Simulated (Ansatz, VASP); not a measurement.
## La2Zr3O in VASP and in Ansatz

Contents of INCAR:

```
PREC = Accurate
ENCUT = 600
EDIFF = 1E-6
ISMEAR = 0
SIGMA = 0.1
LREAL = False
LASPH = True
NELM = 80
ALGO = Normal
ISIF = 3
LWAVE = False
LCHARG = False
GGA = PE
IBRION = 2
NSW = 90
EDIFFG = -0.04
```

The input KPOINTS:

```
Automatic mesh
0
Gamma
  6 6 4
```

The input POSCAR:

```
La2Zr3O
1.0
    5.5068764455      0.0000000000      0.0000000000
   -2.7534382228      4.7690948973      0.0000000000
    0.0000000000      0.0000000000      6.2066932096
La Zr O
2 3 1
Direct
    0.6666666667      0.3333333333      0.5000000000
    0.3333333333      0.6666666667      0.5000000000
    0.0000000000      0.5000000000      0.0000000000
    0.5000000000      0.0000000000      0.0000000000
    0.5000000000      0.5000000000      0.0000000000
    0.0000000000      0.0000000000      0.0000000000
```

Input for Ansatz:

```yaml
crystal:
  lattice:
    - [5.5068764455, 0.0, 0.0]
    - [-2.7534382228, 4.7690948973, 0.0]
    - [0.0, 0.0, 6.2066932096]
  atoms:
    - { symbol: La, position: [0.6666666667, 0.3333333333, 0.5] }
    - { symbol: La, position: [0.3333333333, 0.6666666667, 0.5] }
    - { symbol: Zr, position: [0.0, 0.5, 0.0] }
    - { symbol: Zr, position: [0.5, 0.0, 0.0] }
    - { symbol: Zr, position: [0.5, 0.5, 0.0] }
    - { symbol: O, position: [0.0, 0.0, 0.0] }
basis:
  ecutwfc: 420
kpoints:
  mp_grid: { grid: [6, 6, 4] }
hamiltonian:
  xc: pbe
scf:
  occupations: { method: gaussian, width: 0.1 }
  lower_state_search: "off"
output:
  forces: true
  stress: true
  eigenvalues: true
relax:
  adjacent_minimum: "off"
  f_tol: 0.04
  max_steps: 70
  cell: { stress_tol: 0.4 }
```

Change from the starting cell: species swapped into the NaSn2Pd3 type (P6mm, No. 183).

Alike in both runs: task relaxation of cell and atoms; functional PBE; k mesh 6 × 6 × 4; occupations gaussian, width 0.1 eV; no spin polarisation.

|  | VASP | Ansatz |
| --- | --- | --- |
| version | VASP 6.6.1 | Ansatz 0.2.0 |
| potentials or method | VASP PAW PBE potentials, release 64 (La, Zr_sv, O), cutoff 600 eV | scalar-relativistic, plane waves, PAW |
| valence electrons in the cell | 64 | 64 |

```tsv
	VASP	Ansatz	Ansatz less VASP
gap on the k mesh at the Fermi level, each at its own relaxed structure (eV)	none	none	-
relaxed volume (Å³/atom)	26.74	26.58	-0.161
relaxed cell length with the largest relative difference (Å)	5.459	5.446	-0.0128
```

A gap of «none» marks a metal or a gap that the smearing closes.

Neither program's run includes spin-orbit coupling.
